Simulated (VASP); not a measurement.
# Ge in VASP: a series of runs

The runs below take Ge through single point, with PBE+D4, LDA.

Program: VASP 6.6.1. These are calculated values, not measurements. Logs are shortened: lines on timing, memory, paths and dates and some standing lists are left out, and cuts for length are marked.

### Step 1. The cell of the first run

The typed cell holds 2 atoms: a = 2.858 Å, b = 2.858 Å, c = 5.236 Å, α = 90.00°, β = 90.00°, γ = 120.00°.

### Step 2. Single point, PBE+D4

Input file INCAR:

```
PREC = Accurate ; ENCUT = 520
EDIFF = 1E-6 ; ISMEAR = -1
SIGMA = 0.05 ; LREAL = F
LASPH = T ; NELM = 60
ALGO = Normal ; ISIF = 2
LWAVE = F ; LCHARG = T
GGA = PE ; IVDW = 13
LELF = T ; LVHAR = T
NBANDS = 21
```

Input file KPOINTS:

```
Automatic mesh
0
Gamma
  10 10 6
```

Input file POSCAR:

```
Ge
1.0
    1.4288284236     -2.4747999297      0.0000000000
    1.4288284236      2.4747999297      0.0000000000
    0.0000000000      0.0000000000      5.2356654817
Ge
2
Direct
    0.4999832069      0.5000167931      0.2500000000
    0.5000167931      0.4999832069      0.7500000000
```

Potentials or basis: VASP PAW PBE potentials, release 64 (Ge_d).

On the command line:

```bash
cat potpaw_PBE.64/Ge_d/POTCAR > POTCAR
mpirun -np 1 vasp_std > vasp.out
```

OUTCAR:

```text
PREC = Accurate
   ENCUT = 520
   EDIFF = 1E-6
   ISMEAR = -1
   LREAL = F
   LASPH = T
   NELM = 60
   ISIF = 2
   GGA = PE
   IVDW = 13

 ion  position               nearest neighbor table
   1  0.500  0.500  0.250-   2 2.62   2 2.62
   2  0.500  0.500  0.750-   1 2.62   1 2.62

  LATTYP: Found a hexagonal cell.
 ALAT       =     2.8576538202
 C/A-ratio  =     1.8321552613

  Lattice vectors:

 A1 = (   1.4288284236,  -2.4747999297,   0.0000000000)
 A2 = (   1.4288284236,   2.4747999297,   0.0000000000)
 A3 = (   0.0000000000,   0.0000000000,   5.2356654817)

Analysis of symmetry for initial positions (statically):
=====================================================================
 Subroutine PRICEL returns:
 Original cell was already a primitive cell.

 Routine SETGRP: Setting up the symmetry group for a
 hexagonal supercell.

 Subroutine GETGRP returns: Found  8 space group operations
 (whereof  4 operations were pure point group operations)
 out of a pool of 24 trial point group operations.

The static configuration has the point symmetry C_2h.
 The point group associated with its full space group is D_2h.

Analysis of symmetry for dynamics (positions and initial velocities):
=====================================================================
 Subroutine PRICEL returns:
 Original cell was already a primitive cell.

 Routine SETGRP: Setting up the symmetry group for a
 hexagonal supercell.

 Subroutine GETGRP returns: Found  8 space group operations
 (whereof  4 operations were pure point group operations)
 out of a pool of 24 trial point group operations.

The dynamic configuration has the point symmetry C_2h.
 The point group associated with its full space group is D_2h.

 Subroutine INISYM returns: Found  8 space group operations
 (whereof  4 operations are pure point group operations),
 and found     1 'primitive' translations

----------------------------------------------------------------------------------------

                                     Primitive cell

  volume of cell :      37.0273

  direct lattice vectors                    reciprocal lattice vectors
     1.428828424 -2.474799930  0.000000000     0.349937048 -0.202036534  0.000000000
     1.428828424  2.474799930  0.000000000     0.349937048  0.202036534  0.000000000
     0.000000000  0.000000000  5.235665482     0.000000000  0.000000000  0.190997688

  length of vectors
     2.857653820  2.857653820  5.235665482     0.404072640  0.404072640  0.190997688

  position of ions in fractional coordinates (direct lattice)
     0.499983207  0.500016793  0.250000000
     0.500016793  0.499983207  0.750000000

  ion indices of the primitive-cell ions
   primitive index   ion index
                 1           1
                 2           2

----------------------------------------------------------------------------------------

 KPOINTS: Automatic mesh

Automatic generation of k-mesh.
 Grid dimensions read from file:
 generate k-points for:   10   10    6

 Generating k-lattice:

  Cartesian coordinates                     Fractional coordinates (reciprocal lattice)
     0.034993705 -0.020203653  0.000000000     0.100000000  0.000000000  0.000000000
     0.034993705  0.020203653  0.000000000     0.000000000  0.100000000  0.000000000
     0.000000000  0.000000000  0.031832948     0.000000000  0.000000000  0.166666667

  Length of vectors
     0.040407264  0.040407264  0.031832948

  Shift w.r.t. Gamma in fractional coordinates (k-lattice)
     0.000000000  0.000000000  0.000000000

 Subroutine IBZKPT returns following result:
 ===========================================

 Found    124 irreducible k-points:

 Following reciprocal coordinates:
            Coordinates               Weight
  0.000000  0.000000  0.000000      1.000000
  0.100000  0.000000  0.000000      4.000000
 -0.100000  0.100000  0.000000      2.000000
  0.200000  0.000000  0.000000      4.000000
 -0.200000  0.200000  0.000000      2.000000
  0.300000 -0.000000  0.000000      4.000000
[... 16 lines left out ...]
  0.200000  0.200000  0.000000      2.000000
 -0.200000  0.400000  0.000000      4.000000
 [... further k-points ...]
   k-points           NKPTS =    124   k-points in BZ     NKDIM =    124   number of bands    NBANDS=     21
   number of dos      NEDOS =    301   number of ions     NIONS =      2
   total plane-waves  NPLWV =  23040
   dimension x,y,z NGX =    24 NGY =   24 NGZ =   40
   dimension x,y,z NGXF=    48 NGYF=   48 NGZF=   80
   ions per type =               2
   NGX,Y,Z   is equivalent  to a cutoff of  13.96, 13.96, 12.70 a.u.
   NGXF,Y,Z  is equivalent  to a cutoff of  27.92, 27.92, 25.40 a.u.
 SYSTEM =  unknown system
   PREC   = accura    normal or accurate (medium, high low for compatibility)
   ISTART =      0    job   : 0-new  1-cont  2-samecut
   ICHARG =      2    charge: 1-file 2-atom 10-const
   ISPIN  =      1    spin polarized calculation?
   LNONCOLLINEAR =      F non collinear calculations
   LSORBIT =      F    spin-orbit coupling
   LASPH  =      T    aspherical Exc in radial PAW
   ENCUT  =  520.0 eV  38.22 Ry    6.18 a.u.   5.31  5.31  9.73*2*pi/ulx,y,z
   NELM   =     60;   NELMIN=  2; NELMDL= -5     # of ELM steps
   EDIFF  = 0.1E-05   stopping-criterion for ELM
   LREAL  =      F    real-space projection
   EDIFFG = 0.1E-04   stopping-criterion for IOM
   NSW    =      0    number of steps for IOM
   IBRION =     -1    ionic relax: 0-MD 1-quasi-New 2-CG
   NFREE  =      0    steps in history (QN), initial steepest desc. (CG)
   ISIF   =      2    stress and relaxation
   ISYM   =      2    0-nonsym 1-usesym 2-fastsym
   POTIM  = 0.5000    time-step for ionic-motion
   TEBEG  =    0.0;   TEEND  =   0.0 temperature during run
   PSTRESS=    0.0 pullay stress
   NELECT =      28.0000    total number of electrons
   NUPDOWN=      -1.0000    fix difference up-down
   EMIN   =  10.00;   EMAX   =-10.00  energy-range for DOS
   EFERMI =   0.00;   METHOD = LEGACY
   ISMEAR =    -1;   SIGMA  =   0.05  broadening in eV -4-tet -1-fermi 0-gaus
   EFERMI_NEDOS =   21; number of points for ismear=-14 and -15
   IALGO  =     38    algorithm
   IMIX   =      4    mixing-type and parameters
     AMIX     =   0.40;   BMIX     =  1.00
     AMIX_MAG =   1.60;   BMIX_MAG =  1.00
  volume/ion in A,a.u.               =      18.51       124.94
  Fermi-wavevector in a.u.,A,eV,Ry     =   1.491489  2.818506 30.266710  2.224540
  Thomas-Fermi vector in A             =   2.604138
   LORBIT       =      0    0 simple, 1 ext, 2 COOP (PROOUT), +10 PAW based schemes
   GGA     = PE    functional components
   LHFCALC =     F    Hartree Fock is set to
   AEXX    =    0.0000 exact exchange contribution
   IVDW    =    13    specifies the selected vdW correction
   LEPSILON=     F    determine dielectric tensor
   LRPA    =     F    only Hartree local field effects (RPA)
 non-spin polarized calculation
  energy-cutoff  :      520.00
  volume of cell :       37.03
 maximum number of plane-waves:      1010
 NGX is ok and might be reduce to    24
   NGX = 11   NGY = 11   NGZ = 19

 number of electron      28.0000032 magnetization

 Free energy of the ion-electron system (eV)
  ---------------------------------------------------
  ext. energy  EPLUGINS =         0.00000000
  ---------------------------------------------------
  free energy    TOTEN  =        -8.51669264 eV

  energy without entropy =       -8.51128695  energy(sigma->0) =       -8.51398979

 E-fermi :   6.8602     XC(G=0): -11.3294

 val. band max:        6.8485480260   @ k =  -0.3000   0.3000   0.5000
 cond. band min:       6.9708140840   @ k =  -0.2000   0.5000   0.1667
 fundamental gap:      0.1222660580
 Fermi energy:         6.8601740498

 k-point     1 :       0.0000    0.0000    0.0000
  band No.  band energies     occupation
      1     -17.9742      2.00000
      2     -17.8596      2.00000
      3     -17.8596      2.00000
      4     -17.8465      2.00000
      5     -17.8465      2.00000
      6     -17.7890      2.00000
[... 13 lines left out ...]
     20      20.8871      0.00000
     21      20.8871      0.00000

 k-point     2 :       0.1000    0.0000    0.0000
  band No.  band energies     occupation
      1     -17.9680      2.00000
      2     -17.8619      2.00000
      3     -17.8490      2.00000
      4     -17.8473      2.00000
      5     -17.8348      2.00000
      6     -17.7973      2.00000
[... 13 lines left out ...]
     20      19.1546      0.00000
     21      20.7275      0.00000

 k-point     3 :      -0.1000    0.1000    0.0000
  band No.  band energies     occupation
      1     -17.9680      2.00000
      2     -17.8619      2.00000
      3     -17.8490      2.00000
      4     -17.8473      2.00000
      5     -17.8348      2.00000
      6     -17.7973      2.00000
[... 13 lines left out ...]
     20      19.1545      0.00000
     21      20.7275      0.00000

 k-point     4 :       0.2000    0.0000    0.0000
  band No.  band energies     occupation
      1     -17.9546      2.00000
      2     -17.8656      2.00000
      3     -17.8572      2.00000
      4     -17.8190      2.00000
      5     -17.8151      2.00000
      6     -17.8040      2.00000
[... 13 lines left out ...]
     20      17.2094      0.00000
     21      19.4577      0.00000

 k-point     5 :      -0.2000    0.2000    0.0000
  band No.  band energies     occupation
      1     -17.9546      2.00000
      2     -17.8656      2.00000
      3     -17.8572      2.00000
      4     -17.8190      2.00000
      5     -17.8151      2.00000
      6     -17.8040      2.00000
[... 13 lines left out ...]
     20      17.2094      0.00000
     21      19.4577      0.00000
[... 382 lines left out ...]
     20      17.5317      0.00000
     21      18.0764      0.00000

 k-point    22 :       0.5000    0.4000    0.0000
  band No.  band energies     occupation
      1     -17.9368      2.00000
      2     -17.8717      2.00000
      3     -17.8698      2.00000
      4     -17.8503      2.00000
      5     -17.8125      2.00000
      6     -17.7502      2.00000
[... 13 lines left out ...]
     20      17.5316      0.00000
     21      18.0764      0.00000

 k-point    23 :       0.2000    0.2000    0.0000
  band No.  band energies     occupation
      1     -17.9267      2.00000
      2     -17.8630      2.00000
      3     -17.8496      2.00000
      4     -17.8476      2.00000
      5     -17.8119      2.00000
      6     -17.7756      2.00000
[... 13 lines left out ...]
     20      16.8622      0.00000
     21      20.7415      0.00000

 k-point    24 :      -0.2000    0.4000    0.0000
  band No.  band energies     occupation
      1     -17.9267      2.00000
      2     -17.8630      2.00000
      3     -17.8496      2.00000
      4     -17.8476      2.00000
      5     -17.8119      2.00000
      6     -17.7756      2.00000
[... 13 lines left out ...]
     20      16.8623      0.00000
     21      20.7414      0.00000

 [... further k-points ...]

------------------------ aborting loop because EDIFF is reached ----------------------------------------

  DFT-D4 for vdW energy calculation

  Edisp (eV):   -0.78178

  FORCE on cell =-STRESS in cart. coord.  units (eV):
  Direction    XX          YY          ZZ          XY          YZ          ZX
  --------------------------------------------------------------------------------------
  -------------------------------------------------------------------------------------
  Total      -0.03075    -0.03073    -0.03977     0.00000     0.00000     0.00000
  in kB      -1.33038    -1.32986    -1.72087     0.00000     0.00000     0.00000
  external pressure =       -1.46 kB  Pullay stress =        0.00 kB

 VOLUME and BASIS-vectors are now :
 -----------------------------------------------------------------------------
  energy-cutoff  :      520.00
  volume of cell :       37.03
      direct lattice vectors                 reciprocal lattice vectors
     1.428828424 -2.474799930  0.000000000     0.349937048 -0.202036534  0.000000000
     1.428828424  2.474799930  0.000000000     0.349937048  0.202036534  0.000000000
     0.000000000  0.000000000  5.235665482     0.000000000  0.000000000  0.190997688

 POSITION                                       TOTAL-FORCE (eV/Angst)
 -----------------------------------------------------------------------------------
      1.42883      0.00008      1.30892         0.000000     -0.000029      0.000000
      1.42883     -0.00008      3.92675         0.000000      0.000029     -0.000000
 -----------------------------------------------------------------------------------
    total drift:                                0.000000      0.000000      0.000000

  FREE ENERGIE OF THE ION-ELECTRON SYSTEM (eV)
  ---------------------------------------------------
  free  energy   TOTEN  =        -9.2984772073 eV

  energy  without entropy=       -9.2930715243  energy(sigma->0) =       -9.29577437
```

Wall time 24 s (1 thread of Intel Xeon 6975P-C (Granite Rapids), shared host); peak memory 0.21 GiB.

Results:

```
Free energy                : -9.2985 eV
Pressure                   : -0.1 GPa
Band gap on the k mesh     : zero (band 14 reaches 14.28 eV, above the bottom of band 15 at 4.77 eV)
Dispersion energy per atom : -0.391 eV
```

Caveat: pairwise dispersion overbinds metals, which lowers pressure and volume.

### Step 3. Single point, LDA

This run uses another cell than the first one, of 17.92 Å³/atom, 0.968 times its volume.

Input file INCAR:

```
SYSTEM = Ge
PREC = Accurate
ENCUT = 520
EDIFF = 1E-7
ISMEAR = -1
SIGMA = 0.05
LREAL = .False.
LASPH = .True.
NELM = 100
ALGO = Normal
ISIF = 2
LWAVE = .False.
LCHARG = .True.
LELF = .True.
LVHAR = .True.
NBANDS = 21
```

Input file KPOINTS:

```
Automatic mesh
0
Gamma
  10 10 6
  0 0 0
```

Input file POSCAR:

```
Ge
1.0
    1.4137783318     -2.4492945275      0.0000000000
    1.4137783318      2.4492945275      0.0000000000
    0.0000000000      0.0000000000      5.1746646460
Ge
2
Direct
    0.5000605315      0.4999394685      0.2500000000
    0.4999394685      0.5000605315      0.7500000000
```

Potentials or basis: VASP PAW LDA potentials, release 64 (Ge_d).

On the command line:

```bash
cat potpaw_LDA.64/Ge_d/POTCAR > POTCAR
mpirun -np 1 vasp_std > vasp.out
```

Run time: 35 s. Hardware: 1 thread of Intel Xeon Platinum 8488C (Sapphire Rapids), shared host; peak memory 0.19 GiB.

It converged, with:

```yaml
Free_energy: -9.9809 eV
Pressure: 0.0 GPa
Band_gap_on_the_k_mesh: zero (band 14 reaches 14.53 eV, above the bottom of band 15 at 4.78 eV)
```

Levels at points of the mesh, in eV from the Fermi level:
```
           k point  band 12  band 13  band 14  band 15  band 16  band 17
(0.00, 0.00, 0.00)    -9.24    -6.24     7.59     8.25     8.25    10.96
(0.50, 0.00, 0.00)    -5.92    -3.66    -2.39    -2.16     3.42     4.00
(0.50, 0.50, 0.00)    -5.92    -3.66    -2.39    -2.16     3.42     4.00
(0.00, 0.00, 0.50)   -12.27    -0.40    -0.40     9.54     9.54     9.54
(0.50, 0.00, 0.50)    -7.15    -4.62    -4.62     4.10     4.10     5.27
(0.50, 0.50, 0.50)    -7.15    -4.62    -4.62     4.10     4.10     5.28
```
